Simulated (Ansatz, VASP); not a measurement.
**HgH in VASP and in Ansatz**

```
Hg H
1.0
     5.03444    0.00000    0.00000
    -2.51722    4.35996    0.00000
     0.00000    0.00000    4.06188
Hg H
3 3
Direct
  0.50000 0.00000 0.00000
  0.50000 0.50000 0.00000
  0.00000 0.50000 0.00000
  0.00000 0.00000 0.00000
  0.33333 0.66667 0.50000
  0.66667 0.33333 0.50000
```

Alike in both runs: task single point; functional PBE; k mesh 6 × 6 × 4; occupations gaussian, width 0.1 eV; no spin polarisation.

```csv
,VASP,Ansatz
version,VASP 6.6.1,Ansatz 0.2.0
potentials or method,"VASP PAW PBE potentials, release 64 (Hg, H), cutoff 520 eV","scalar-relativistic, plane waves, PAW"
valence electrons in the cell,39,63
```

VASP gave:

```
gap on the k mesh at the Fermi level (eV)                     : none
pressure (GPa)                                                : 25.3
traceless stress, the component that is largest in VASP (GPa) : -23.27
```

What did Ansatz give for the same quantities?

gap on the k mesh at the Fermi level (eV): none; pressure (GPa): 23.7; traceless stress, the component that is largest in VASP (GPa): -21.66.

A gap of «none» marks a metal or a gap that the smearing closes. VASP's potentials hold 39 valence electrons a cell and Ansatz's 63, so a difference there can come from the potentials and not from the codes.

The k mesh is coarse, so the values compare programs but aren't converged. Spin-orbit coupling is off throughout.
